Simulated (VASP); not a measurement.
# MgS in VASP: further runs

MgS is run at these levels: PBEsol; tasks: single point.

Program: VASP 6.6.1. These are calculated values, not measurements. Logs are shortened: lines on timing, memory, paths and dates and some standing lists are left out, and cuts for length are marked.

**1. The cell of the first run**

Symmetry: Fm-3m, No. 225, cubic system. The conventional cell has a = 4.943 Å, b = 4.943 Å, c = 4.943 Å, α = 90.00°, β = 90.00°, γ = 90.00°. Mg (site symmetry m-3m) has 6 S at 2.47 Å within 3.3 Å. S (site symmetry m-3m) has 6 Mg at 2.47 Å within 3.3 Å.

**2. Single point, PBEsol (strain -0.050 along x and y, -0.050 along z)**

The input, INCAR:

```
  PREC = Accurate
  ENCUT = 600
  EDIFF = 1E-6
  ISMEAR = 0
  SIGMA = 0.05
  LREAL = False
  LASPH = True
  NELM = 120
  ALGO = Normal
  ISIF = 2
  LWAVE = False
  LCHARG = True
  GGA = PS
  LELF = True
  LVHAR = True
  NBANDS = 11
  GGA_COMPAT = False
```

The input, KPOINTS:

```
Automatic mesh
0
Gamma
  8 8 8
```

The input, POSCAR:

```
MgS
1.0
    0.0000000000      2.4715675000      2.4715675000
    2.4715675000      0.0000000000      2.4715675000
    2.4715675000      2.4715675000      0.0000000000
Mg S
1 1
Direct
    0.0000000000      0.0000000000      0.0000000000
    0.5000000000      0.5000000000      0.5000000000
```

Potentials or basis: VASP PAW PBE potentials, release 64 (Mg, S).

On the command line:

```
cat potpaw_PBE.64/Mg/POTCAR potpaw_PBE.64/S/POTCAR > POTCAR
mpirun -np 1 vasp_std > vasp.out
```

OUTCAR:

```text
PREC = Accurate
   ENCUT = 600
   EDIFF = 1E-6
   ISMEAR = 0
   LREAL = False
   LASPH = True
   NELM = 120
   ISIF = 2
   GGA = PS

 ion  position               nearest neighbor table
   1  0.000  0.000  0.000-   2 2.47   2 2.47   2 2.47   2 2.47   2 2.47   2 2.47
   2  0.500  0.500  0.500-   1 2.47   1 2.47   1 2.47   1 2.47   1 2.47   1 2.47

  LATTYP: Found a face centered cubic cell.
 ALAT       =     4.9431350000

  Lattice vectors:

 A1 = (   0.0000000000,   2.4715675000,   2.4715675000)
 A2 = (   2.4715675000,   0.0000000000,   2.4715675000)
 A3 = (   2.4715675000,   2.4715675000,   0.0000000000)

Analysis of symmetry for initial positions (statically):
=====================================================================
 Subroutine PRICEL returns:
 Original cell was already a primitive cell.

 Routine SETGRP: Setting up the symmetry group for a
 face centered cubic supercell.

 Subroutine GETGRP returns: Found 48 space group operations
 (whereof 48 operations were pure point group operations)
 out of a pool of 48 trial point group operations.

The static configuration has the point symmetry O_h .

Analysis of symmetry for dynamics (positions and initial velocities):
=====================================================================
 Subroutine PRICEL returns:
 Original cell was already a primitive cell.

 Routine SETGRP: Setting up the symmetry group for a
 face centered cubic supercell.

 Subroutine GETGRP returns: Found 48 space group operations
 (whereof 48 operations were pure point group operations)
 out of a pool of 48 trial point group operations.

The dynamic configuration has the point symmetry O_h .

 Subroutine INISYM returns: Found 48 space group operations
 (whereof 48 operations are pure point group operations),
 and found     1 'primitive' translations

----------------------------------------------------------------------------------------

                                     Primitive cell

  volume of cell :      30.1959

  direct lattice vectors                    reciprocal lattice vectors
     0.000000000  2.471567500  2.471567500    -0.202300767  0.202300767  0.202300767
     2.471567500  0.000000000  2.471567500     0.202300767 -0.202300767  0.202300767
     2.471567500  2.471567500  0.000000000     0.202300767  0.202300767 -0.202300767

  length of vectors
     3.495324279  3.495324279  3.495324279     0.350395206  0.350395206  0.350395206

  position of ions in fractional coordinates (direct lattice)
     0.000000000  0.000000000  0.000000000
     0.500000000  0.500000000  0.500000000

  ion indices of the primitive-cell ions
   primitive index   ion index
                 1           1
                 2           2

[... 84 lines left out ...]
   EMIN   =  10.00;   EMAX   =-10.00  energy-range for DOS
   EFERMI =   0.00;   METHOD = LEGACY
   ISMEAR =     0;   SIGMA  =   0.05  broadening in eV -4-tet -1-fermi 0-gaus
   EFERMI_NEDOS =   21; number of points for ismear=-14 and -15
   IALGO  =     38    algorithm
   IMIX   =      4    mixing-type and parameters
     AMIX     =   0.40;   BMIX     =  1.00
     AMIX_MAG =   1.60;   BMIX_MAG =  1.00
  volume/ion in A,a.u.               =      15.10       101.89
  Fermi-wavevector in a.u.,A,eV,Ry     =   1.051451  1.986954 15.041909  1.105549
  Thomas-Fermi vector in A             =   2.186495
   LORBIT       =      0    0 simple, 1 ext, 2 COOP (PROOUT), +10 PAW based schemes
   GGA     = PS    functional components
   LHFCALC =     F    Hartree Fock is set to
   AEXX    =    0.0000 exact exchange contribution
   IVDW    =     0    specifies the selected vdW correction
   LEPSILON=     F    determine dielectric tensor
   LRPA    =     F    only Hartree local field effects (RPA)
 non-spin polarized calculation
 Gauss-broadening in eV      SIGMA  =   0.05
  energy-cutoff  :      600.00
  volume of cell :       30.20
 maximum number of plane-waves:      1036
   NGX = 13   NGY = 13   NGZ = 13

 number of electron       8.0000000 magnetization

 Free energy of the ion-electron system (eV)
  ---------------------------------------------------
  ext. energy  EPLUGINS =         0.00000000
  ---------------------------------------------------
  free energy    TOTEN  =        -8.89181996 eV

  energy without entropy =       -8.89181996  energy(sigma->0) =       -8.89181996

 E-fermi :   5.4635     XC(G=0): -10.4898

 val. band max:        5.1751095811   @ k =   0.0000   0.0000   0.0000
 cond. band min:       8.1835780457   @ k =   0.5000   0.5000   0.0000
 fundamental gap:      3.0084684646
 Fermi energy:         5.4634693764

 k-point     1 :       0.0000    0.0000    0.0000
  band No.  band energies     occupation
      1      -8.4927      2.00000
      2       5.1751      2.00000
      3       5.1751      2.00000
      4       5.1751      2.00000
      5      10.0960      0.00000
      6      12.8763      0.00000
      7      12.8763      0.00000
      8      12.8763      0.00000
      9      15.6202      0.00000
     10      15.6202      0.00000
     11      17.7970      0.00000
[... 309 lines left out ...]
 k-point    24 :      -0.3750    0.2500    0.1250
  band No.  band energies     occupation
      1      -6.4596      2.00000
      2      -0.0198      2.00000
      3       2.4883      2.00000
      4       3.6921      2.00000
      5      10.9893      0.00000
      6      11.4577      0.00000
      7      13.9990      0.00000
      8      15.2331      0.00000
      9      18.0076      0.00000
     10      19.8279      0.00000
     11      21.5430      0.00000

 [... further k-points ...]

------------------------ aborting loop because EDIFF is reached ----------------------------------------

  FORCE on cell =-STRESS in cart. coord.  units (eV):
  Direction    XX          YY          ZZ          XY          YZ          ZX
  --------------------------------------------------------------------------------------
  -------------------------------------------------------------------------------------
  Total        2.7612576      2.7612576      2.7612576      0.0000000      0.0000000     -0.0000000
  in kB      146.5109488    146.5109488    146.5109488      0.0000000      0.0000000     -0.0000000
  external PRESSURE =     146.5109488 kB  Pullay stress =       0.0000000 kB

 VOLUME and BASIS-vectors are now :
 -----------------------------------------------------------------------------
  energy-cutoff  :      600.00
  volume of cell :       30.20
      direct lattice vectors                 reciprocal lattice vectors
     0.000000000  2.471567500  2.471567500    -0.202300767  0.202300767  0.202300767
     2.471567500  0.000000000  2.471567500     0.202300767 -0.202300767  0.202300767
     2.471567500  2.471567500  0.000000000     0.202300767  0.202300767 -0.202300767

 POSITION                                       TOTAL-FORCE (eV/Angst)
 -----------------------------------------------------------------------------------
      0.00000      0.00000      0.00000         0.000000      0.000000     -0.000000
      2.47157      2.47157      2.47157        -0.000000     -0.000000      0.000000
 -----------------------------------------------------------------------------------
    total drift:                                0.000000      0.000000      0.000000

  FREE ENERGIE OF THE ION-ELECTRON SYSTEM (eV)
  ---------------------------------------------------
  free  energy   TOTEN  =        -8.8918199598 eV

  energy  without entropy=       -8.8918199598  energy(sigma->0) =       -8.89181996
```

It took 20 s on 1 thread of Intel Xeon 8259CL, shared host; peak memory 0.16 GiB.

Results:

| Property | Result |
| --- | --- |
| Free energy | -8.8918 eV |
| Pressure | 14.7 GPa |
| Band gap on the k mesh | 3.01 eV, indirect (least direct gap 4.92 eV) |

Levels at points of the mesh, in eV from the valence-band top:
```
           k point  band 1  band 2  band 3  band 4  band 5  band 6  band 7  band 8
(0.00, 0.00, 0.00)  -13.67    0.00    0.00    0.00    4.92    7.70    7.70    7.70
(0.50, 0.00, 0.00)  -11.90   -5.79   -0.80   -0.80    4.60    6.97    6.97   11.65
(0.50, 0.50, 0.00)  -11.39   -5.14   -2.09   -2.09    3.01    3.70   13.24   13.46
```

Caveat: the cell differs from its parent crystal (strain -0.050 along x and y, -0.050 along z); the PAW data sets were made with another functional, which shifts forces and pressure a little.

**3. Single point, PBEsol (strain +0.050 along x and y, +0.050 along z)**

The input, INCAR:

```
SYSTEM = MgS
ALGO = Normal
EDIFF = 1E-6
ENCUT = 600
GGA = PS
GGA_COMPAT = .False.
ISIF = 2
ISMEAR = 0
LASPH = .True.
LCHARG = .False.
LREAL = .False.
LWAVE = .False.
NBANDS = 11
NELM = 120
PREC = Accurate
SIGMA = 0.05
```

The input, KPOINTS:

```
k-points
0
Gamma
  8 8 8
  0 0 0
```

The input, POSCAR:

```
MgS
1.0
    0.0000000000      2.7317325000      2.7317325000
    2.7317325000      0.0000000000      2.7317325000
    2.7317325000      2.7317325000      0.0000000000
Mg S
1 1
Direct
    0.0000000000      0.0000000000      0.0000000000
    0.5000000000      0.5000000000      0.5000000000
```

Potentials or basis: VASP PAW PBE potentials, release 64 (Mg, S).

On the command line:

```
cat potpaw_PBE.64/Mg/POTCAR potpaw_PBE.64/S/POTCAR > POTCAR
mpirun -np 1 vasp_std > vasp.out
```

Wall time 20 s (1 thread of Intel Xeon 8259CL, shared host); peak memory 0.18 GiB.

Results (log left out):

```yaml
Free_energy: -8.8779 eV
Pressure: -9.1 GPa
Band_gap_on_the_k_mesh: 2.39 eV, indirect (least direct gap 2.56 eV)
```

Levels at points of the mesh, in eV from the valence-band top:
```tsv
k point	band 2	band 3	band 4	band 5	band 6	band 7
(0.00, 0.00, 0.00)	0.00	0.00	0.00	2.56	7.90	7.90
(0.50, 0.00, 0.00)	-4.17	-0.45	-0.45	4.18	6.63	6.63
(0.50, 0.50, 0.00)	-3.55	-1.40	-1.40	2.39	4.62	10.51
```

Caveat: the cell differs from its parent crystal (strain +0.050 along x and y, +0.050 along z); the PAW data sets were made with another functional, which shifts forces and pressure a little. A k mesh can miss the band edges.

**4. Single point, PBEsol (strain -0.025 along x and y, -0.050 along z)**

The input, INCAR:

```
ALGO     = Normal         # electronic algorithm
EDIFF    = 1E-6           # SCF threshold, eV
ENCUT    = 600            # plane-wave cutoff, eV
GGA      = PS             # functional
GGA_COMPAT= F            
ISIF     = 2              # what is computed and relaxed
ISMEAR   = 0              # smearing method
LASPH    = T              # aspherical terms in the spheres
LCHARG   = F              # write CHGCAR
LREAL    = F              # projectors in reciprocal space
LWAVE    = F              # write WAVECAR
NBANDS   = 11             # bands
NELM     = 120            # most SCF steps
PREC     = Accurate       # precision mode
SIGMA    = 0.05           # smearing width, eV
```

The input, KPOINTS:

```
k-points
0
Gamma
  8 8 8
```

The input, POSCAR:

```
MgS
1.0
    0.0000000000      2.5366087500      2.4715675000
    2.5366087500      0.0000000000      2.4715675000
    2.5366087500      2.5366087500      0.0000000000
Mg S
1 1
Direct
    0.0000000000      0.0000000000      0.0000000000
    0.5000000000      0.5000000000      0.5000000000
```

On the command line:

```
cat potpaw_PBE.64/Mg/POTCAR potpaw_PBE.64/S/POTCAR > POTCAR
mpirun -np 1 vasp_std > vasp.out
```

Wall time 38 s (1 thread of Intel Xeon 8259CL, shared host); peak memory 0.18 GiB.

Results (log left out):

- Free energy: -8.9978 eV
- Pressure: 8.4 GPa
- Band gap on the k mesh: 2.77 eV, indirect (least direct gap 4.40 eV)

Stress tensor (GPa, compression positive):
```
 6.84  0.00  0.00
 0.00  6.84  0.00
 0.00  0.00 11.54
```

Levels at points of the mesh, in eV from the valence-band top:
```tsv
k point	band 1	band 2	band 3	band 4	band 5	band 6	band 7	band 8	band 9
(0.00, 0.00, 0.00)	-13.35	-0.12	0.00	0.00	4.40	7.64	7.64	7.92	10.18
(0.50, 0.00, 0.00)	-11.74	-5.51	-0.81	-0.72	4.49	6.74	7.07	11.12	12.57
(0.50, 0.50, 0.00)	-11.20	-4.83	-2.08	-2.08	2.77	3.80	13.03	13.12	14.19
(0.50, 0.00, 0.50)	-11.32	-4.88	-2.06	-1.83	2.93	3.90	12.78	13.03	13.97
```

Caveat: the cell differs from its parent crystal (strain -0.025 along x and y, -0.050 along z); the PAW data sets were made with another functional, which shifts forces and pressure a little.

**5. The runs side by side**

```csv
cell,gap on the mesh (eV),pressure (GPa)
"a = 3.495 Å, angles 60.0°, 2 atoms",3.01,14.7
"a = 3.863 Å, angles 60.0°, 2 atoms",2.39,-9.1
"a = 3.542, b = 3.542, c = 3.587 Å, angles 59.6, 59.6, 60.9°, 2 atoms",2.77,8.4
```

Alike in all rows: task single point; level PBEsol; potentials or basis VASP PAW PBE potentials, release 64 (Mg, S); no spin polarisation; k mesh 8 × 8 × 8; cutoff (eV) 600; smearing gaussian 0.05 eV.

Caveats: the PAW data sets were made with another functional, which shifts forces and pressure a little.

Total energies depend on the potentials used, so only differences within one code and one set of settings carry meaning.
